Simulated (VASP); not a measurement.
# Hf (P6_3/mmc) in VASP: single point with PBE

Aim: the single point of Hf with PBE.

Everything below comes from runs of VASP 6.6.1. Logs are shortened: lines on timing, memory, paths and dates and some standing lists are left out, and cuts for length are marked.

### 1 The cell of the first run

It takes space group P6_3/mmc (No. 194, hexagonal). Conventional cell: a = 3.203 Å, b = 3.203 Å, c = 5.070 Å, α = 90.00°, β = 90.00°, γ = 120.00°. Within 4.1 Å of Hf (site symmetry -6m2) lie 12 Hf at 3.14 to 3.20 Å.

### 2 Single point, PBE

Contents of INCAR:

```
SYSTEM = Hf
PREC = Accurate ; ENCUT = 520
EDIFF = 1E-7 ; ISMEAR = -1
SIGMA = 0.05 ; LREAL = .False.
LASPH = .True. ; NELM = 60
ALGO = Normal ; ISIF = 2
LWAVE = .False. ; LCHARG = .True.
GGA = PE ; LELF = .True.
LVHAR = .True. ; NBANDS = 28
```

Contents of KPOINTS:

```
Automatic mesh
0
Gamma
  13 8 8
  0 0 0
```

Contents of POSCAR:

```
Hf
1.0
   -1.6015984959      2.7740499681      0.0000000000
    0.0000000000      0.0000000000      5.0702495505
    4.8047954876      2.7740499682      0.0000000000
Hf
4
Direct
    0.5000000000      0.2500000000      0.1666666670
    0.0000000000      0.2500000000      0.6666666670
    0.0000000000      0.7500000000      0.3333333330
    0.5000000000      0.7500000000      0.8333333330
```

Potentials or basis: VASP PAW PBE potentials, release 64 (Hf_pv).

Launch:

```sh
$ cat potpaw_PBE.64/Hf_pv/POTCAR > POTCAR
$ mpirun -np 1 vasp_std > vasp.out
```

OUTCAR:

```text
SYSTEM = Hf
   PREC = Accurate
   ENCUT = 520
   EDIFF = 1E-7
   ISMEAR = -1
   LREAL = .False.
   LASPH = .True.
   NELM = 60
   ISIF = 2
   GGA = PE

 ion  position               nearest neighbor table
   1  0.500  0.250  0.167-   3 3.14   3 3.14   3 3.14   3 3.14   4 3.14   4 3.14   2 3.20   2 3.20
                             2 3.20   2 3.20
   2  0.000  0.250  0.667-   4 3.14   4 3.14   4 3.14   4 3.14   3 3.14   3 3.14   1 3.20   1 3.20
                             1 3.20   1 3.20
   3  0.000  0.750  0.333-   1 3.14   1 3.14   1 3.14   1 3.14   2 3.14   2 3.14   4 3.20   4 3.20
                             4 3.20   4 3.20
   4  0.500  0.750  0.833-   2 3.14   2 3.14   2 3.14   2 3.14   1 3.14   1 3.14   3 3.20   3 3.20
                             3 3.20   3 3.20

  LATTYP: Found a simple orthorhombic cell.
 ALAT       =     3.2031969917
 B/A-ratio  =     1.5828716010
 C/A-ratio  =     1.7320508076

  Lattice vectors:

 A1 = (  -1.6015984959,   2.7740499681,   0.0000000000)
 A2 = (   0.0000000000,   0.0000000000,   5.0702495505)
 A3 = (   4.8047954876,   2.7740499682,   0.0000000000)

Analysis of symmetry for initial positions (statically):
=====================================================================
 Subroutine PRICEL returns following result:

  LATTYP: Found a hexagonal cell.
 ALAT       =     3.2031969917
 C/A-ratio  =     1.5828716010

  Lattice vectors:

 A1 = (   1.6015984959,   2.7740499681,   0.0000000000)
 A2 = (  -3.2031969917,  -0.0000000000,   0.0000000000)
 A3 = (   0.0000000000,   0.0000000000,   5.0702495505)

   2 primitive cells build up your supercell.

 Routine SETGRP: Setting up the symmetry group for a
 simple orthorhombic supercell.

 Subroutine GETGRP returns: Found  8 space group operations
 (whereof  4 operations were pure point group operations)
 out of a pool of  8 trial point group operations.

The static configuration has the point symmetry C_2h.
 The point group associated with its full space group is D_2h.

Analysis of symmetry for dynamics (positions and initial velocities):
=====================================================================
 Subroutine PRICEL returns following result:

  LATTYP: Found a hexagonal cell.
 ALAT       =     3.2031969917
 C/A-ratio  =     1.5828716010

  Lattice vectors:

 A1 = (   1.6015984959,   2.7740499681,   0.0000000000)
 A2 = (  -3.2031969917,  -0.0000000000,   0.0000000000)
 A3 = (   0.0000000000,   0.0000000000,   5.0702495505)

   2 primitive cells build up your supercell.

 Routine SETGRP: Setting up the symmetry group for a
 simple orthorhombic supercell.

 Subroutine GETGRP returns: Found  8 space group operations
 (whereof  4 operations were pure point group operations)
 out of a pool of  8 trial point group operations.

The dynamic configuration has the point symmetry C_2h.
 The point group associated with its full space group is D_2h.

 Subroutine INISYM returns: Found  8 space group operations
 (whereof  4 operations are pure point group operations),
 and found     2 'primitive' translations

----------------------------------------------------------------------------------------

                                     Primitive cell

  volume of cell :      45.0534

  direct lattice vectors                    reciprocal lattice vectors
     1.601598496  2.774049968  0.000000000    -0.000000000  0.360483773  0.000000000
    -3.203196992 -0.000000000  0.000000000    -0.312188105  0.180241887  0.000000000
     0.000000000  0.000000000  5.070249551     0.000000000  0.000000000  0.197228951

  length of vectors
     3.203196992  3.203196992  5.070249551     0.360483773  0.360483773  0.197228951

  position of ions in fractional coordinates (direct lattice)
     0.666666667  0.333333333  0.250000000
     0.333333333  0.666666667  0.750000000

  ion indices of the primitive-cell ions
   primitive index   ion index
                 1           1
                 2           4

----------------------------------------------------------------------------------------

 KPOINTS: Automatic mesh

Automatic generation of k-mesh.
 Grid dimensions read from file:
 generate k-points for:   13    8    8

 Generating k-lattice:

  Cartesian coordinates                     Fractional coordinates (reciprocal lattice)
    -0.012007235  0.020797141  0.000000000     0.076923077  0.000000000 -0.000000000
     0.000000000  0.000000000  0.024653619     0.000000000  0.125000000  0.000000000
     0.019511757  0.011265118  0.000000000     0.000000000  0.000000000  0.125000000

  Length of vectors
     0.024014470  0.024653619  0.022530236

  Shift w.r.t. Gamma in fractional coordinates (k-lattice)
     0.000000000  0.000000000  0.000000000

 Subroutine IBZKPT returns following result:
 ===========================================

 Found    175 irreducible k-points:

 Following reciprocal coordinates:
            Coordinates               Weight
  0.000000  0.000000  0.000000      1.000000
  0.076923  0.000000  0.000000      2.000000
  0.153846  0.000000  0.000000      2.000000
  0.230769  0.000000 -0.000000      2.000000
  0.307692  0.000000  0.000000      2.000000
  0.384615  0.000000 -0.000000      2.000000
[... 16 lines left out ...]
  0.076923  0.375000  0.000000      4.000000
  0.153846  0.375000  0.000000      4.000000
 [... further k-points ...]
   k-points           NKPTS =    175   k-points in BZ     NKDIM =    175   number of bands    NBANDS=     28
   number of dos      NEDOS =    301   number of ions     NIONS =      4
   total plane-waves  NPLWV =  40320
   dimension x,y,z NGX =    24 NGY =   40 NGZ =   42
   dimension x,y,z NGXF=    48 NGYF=   80 NGZF=   84
   ions per type =               4
   NGX,Y,Z   is equivalent  to a cutoff of  12.46, 13.12, 12.59 a.u.
   NGXF,Y,Z  is equivalent  to a cutoff of  24.91, 26.23, 25.17 a.u.
 SYSTEM =  Hf
   PREC   = accura    normal or accurate (medium, high low for compatibility)
   ISTART =      0    job   : 0-new  1-cont  2-samecut
   ICHARG =      2    charge: 1-file 2-atom 10-const
   ISPIN  =      1    spin polarized calculation?
   LNONCOLLINEAR =      F non collinear calculations
   LSORBIT =      F    spin-orbit coupling
   LASPH  =      T    aspherical Exc in radial PAW
   ENCUT  =  520.0 eV  38.22 Ry    6.18 a.u.   5.96  9.43 10.32*2*pi/ulx,y,z
   NELM   =     60;   NELMIN=  2; NELMDL= -5     # of ELM steps
   EDIFF  = 0.1E-06   stopping-criterion for ELM
   LREAL  =      F    real-space projection
   EDIFFG = 0.1E-05   stopping-criterion for IOM
   NSW    =      0    number of steps for IOM
   IBRION =     -1    ionic relax: 0-MD 1-quasi-New 2-CG
   NFREE  =      0    steps in history (QN), initial steepest desc. (CG)
   ISIF   =      2    stress and relaxation
   ISYM   =      2    0-nonsym 1-usesym 2-fastsym
   POTIM  = 0.5000    time-step for ionic-motion
   TEBEG  =    0.0;   TEEND  =   0.0 temperature during run
   PSTRESS=    0.0 pullay stress
   NELECT =      40.0000    total number of electrons
   NUPDOWN=      -1.0000    fix difference up-down
   EMIN   =  10.00;   EMAX   =-10.00  energy-range for DOS
   EFERMI =   0.00;   METHOD = LEGACY
   ISMEAR =    -1;   SIGMA  =   0.05  broadening in eV -4-tet -1-fermi 0-gaus
   EFERMI_NEDOS =   21; number of points for ismear=-14 and -15
   IALGO  =     38    algorithm
   IMIX   =      4    mixing-type and parameters
     AMIX     =   0.40;   BMIX     =  1.00
     AMIX_MAG =   1.60;   BMIX_MAG =  1.00
  volume/ion in A,a.u.               =      22.53       152.02
  Fermi-wavevector in a.u.,A,eV,Ry     =   1.248847  2.359978 21.219887  1.559618
  Thomas-Fermi vector in A             =   2.382914
   LORBIT       =      0    0 simple, 1 ext, 2 COOP (PROOUT), +10 PAW based schemes
   GGA     = PE    functional components
   LHFCALC =     F    Hartree Fock is set to
   AEXX    =    0.0000 exact exchange contribution
   IVDW    =     0    specifies the selected vdW correction
   LEPSILON=     F    determine dielectric tensor
   LRPA    =     F    only Hartree local field effects (RPA)
 non-spin polarized calculation
  energy-cutoff  :      520.00
  volume of cell :       90.11
 maximum number of plane-waves:      2450
 NGX is ok and might be reduce to    24
   NGX = 11   NGY = 19   NGZ = 21

 number of electron      39.9999994 magnetization

 Free energy of the ion-electron system (eV)
  ---------------------------------------------------
  ext. energy  EPLUGINS =         0.00000000
  ---------------------------------------------------
  free energy    TOTEN  =       -39.71373090 eV

  energy without entropy =      -39.69055339  energy(sigma->0) =      -39.70214214

 E-fermi :   4.8779     XC(G=0): -11.2518

 val. band max:        4.8717667129   @ k =   0.1538   0.3750   0.2500
 cond. band min:       4.8780796941   @ k =   0.3077   0.3750   0.1250
 fundamental gap:      0.0063129811
 Fermi energy:         4.8779292267

 k-point     1 :       0.0000    0.0000    0.0000
  band No.  band energies     occupation
      1     -26.2103      2.00000
      2     -26.0384      2.00000
      3     -25.8960      2.00000
      4     -25.8530      2.00000
      5     -25.6534      2.00000
      6     -25.5791      2.00000
[... 20 lines left out ...]
     27       6.8634      0.00000
     28       7.4970      0.00000

 k-point     2 :       0.0769    0.0000    0.0000
  band No.  band energies     occupation
      1     -26.1991      2.00000
      2     -26.0292      2.00000
      3     -25.8873      2.00000
      4     -25.8441      2.00000
      5     -25.6707      2.00000
      6     -25.5860      2.00000
[... 20 lines left out ...]
     27       6.9855      0.00000
     28       7.3049      0.00000

 k-point     3 :       0.1538    0.0000    0.0000
  band No.  band energies     occupation
      1     -26.1663      2.00000
      2     -26.0031      2.00000
      3     -25.8627      2.00000
      4     -25.8183      2.00000
      5     -25.7168      2.00000
      6     -25.6065      2.00000
[... 20 lines left out ...]
     27       6.9505      0.00000
     28       7.1694      0.00000

 k-point     4 :       0.2308    0.0000   -0.0000
  band No.  band energies     occupation
      1     -26.1147      2.00000
      2     -25.9665      2.00000
      3     -25.8281      2.00000
      4     -25.7777      2.00000
      5     -25.7738      2.00000
      6     -25.6538      2.00000
[... 20 lines left out ...]
     27       7.2085      0.00000
     28       7.3102      0.00000

 k-point     5 :       0.3077    0.0000    0.0000
  band No.  band energies     occupation
      1     -26.0487      2.00000
      2     -25.9381      2.00000
      3     -25.8080      2.00000
      4     -25.8041      2.00000
      5     -25.7414      2.00000
      6     -25.7259      2.00000
[... 20 lines left out ...]
     27       7.7266      0.00000
     28       8.0863      0.00000

 k-point     6 :       0.3846    0.0000   -0.0000
  band No.  band energies     occupation
      1     -25.9735      2.00000
      2     -25.9399      2.00000
      3     -25.8258      2.00000
      4     -25.8217      2.00000
      5     -25.8125      2.00000
      6     -25.7835      2.00000
[... 463 lines left out ...]
      5     -25.7892      2.00000
      6     -25.7123      2.00000
[... 20 lines left out ...]
     27       8.4753      0.00000
     28       8.7877      0.00000

 k-point    22 :       0.0000    0.3750    0.0000
  band No.  band energies     occupation
      1     -26.1254      2.00000
      2     -26.0606      2.00000
      3     -25.9617      2.00000
      4     -25.6386      2.00000
      5     -25.6321      2.00000
      6     -25.5901      2.00000
[... 20 lines left out ...]
     27       6.7201      0.00000
     28       8.4681      0.00000

 k-point    23 :       0.0769    0.3750    0.0000
  band No.  band energies     occupation
      1     -26.1148      2.00000
      2     -26.0524      2.00000
      3     -25.9597      2.00000
      4     -25.6627      2.00000
      5     -25.6490      2.00000
      6     -25.5753      2.00000
[... 20 lines left out ...]
     27       6.9411      0.00000
     28       8.4205      0.00000

 k-point    24 :       0.1538    0.3750    0.0000
  band No.  band energies     occupation
      1     -26.0847      2.00000
      2     -26.0301      2.00000
      3     -25.9562      2.00000
      4     -25.7245      2.00000
      5     -25.6849      2.00000
      6     -25.6341      2.00000
[... 20 lines left out ...]
     27       7.0633      0.00000
     28       8.2346      0.00000

 [... further k-points ...]
[... 5 lines left out ...]
  --------------------------------------------------------------------------------------
  -------------------------------------------------------------------------------------
  Total       -0.1758029     -0.1868257     -0.3167253      0.0095460      0.0000000     -0.0000000
  in kB       -3.1259310     -3.3219262     -5.6316548      0.1697368      0.0000000     -0.0000000
  external PRESSURE =      -4.0265040 kB  Pullay stress =       0.0000000 kB

 VOLUME and BASIS-vectors are now :
 -----------------------------------------------------------------------------
  energy-cutoff  :      520.00
  volume of cell :       90.11
      direct lattice vectors                 reciprocal lattice vectors
    -1.601598496  2.774049968  0.000000000    -0.156094053  0.270362830  0.000000000
     0.000000000  0.000000000  5.070249550     0.000000000  0.000000000  0.197228951
     4.804795488  2.774049968  0.000000000     0.156094053  0.090120943  0.000000000

 POSITION                                       TOTAL-FORCE (eV/Angst)
 -----------------------------------------------------------------------------------
      0.00000      1.84937      1.26756        -0.002900     -0.001674     -0.000000
      3.20320      1.84937      1.26756        -0.002900     -0.001674     -0.000000
      1.60160      0.92468      3.80269         0.002900      0.001674      0.000000
      3.20320      3.69873      3.80269         0.002900      0.001674      0.000000
 -----------------------------------------------------------------------------------
    total drift:                                0.000000      0.000000     -0.000000

  FREE ENERGIE OF THE ION-ELECTRON SYSTEM (eV)
  ---------------------------------------------------
  free  energy   TOTEN  =       -39.7137309038 eV

  energy  without entropy=      -39.6905533851  energy(sigma->0) =      -39.70214214
```

Run time: 4.2 min. Hardware: 1 thread of AMD EPYC 7R43 (Zen 3), shared host; peak memory 0.4 GiB.

Results:

```yaml
Free_energy: -39.7137 eV
Pressure: -0.4 GPa
Largest_force: 0.003 eV/Å
Band_gap_on_the_k_mesh: zero (bands 20 and 21 overlap by 1.43 eV)
```

Forces on the atoms (eV/Å):
```
Hf  -0.003 -0.002  0.000
Hf  -0.003 -0.002  0.000
Hf   0.003  0.002  0.000
Hf   0.003  0.002  0.000
```

Caveat: spin-orbit coupling is left out, which moves the levels of the heavy elements.
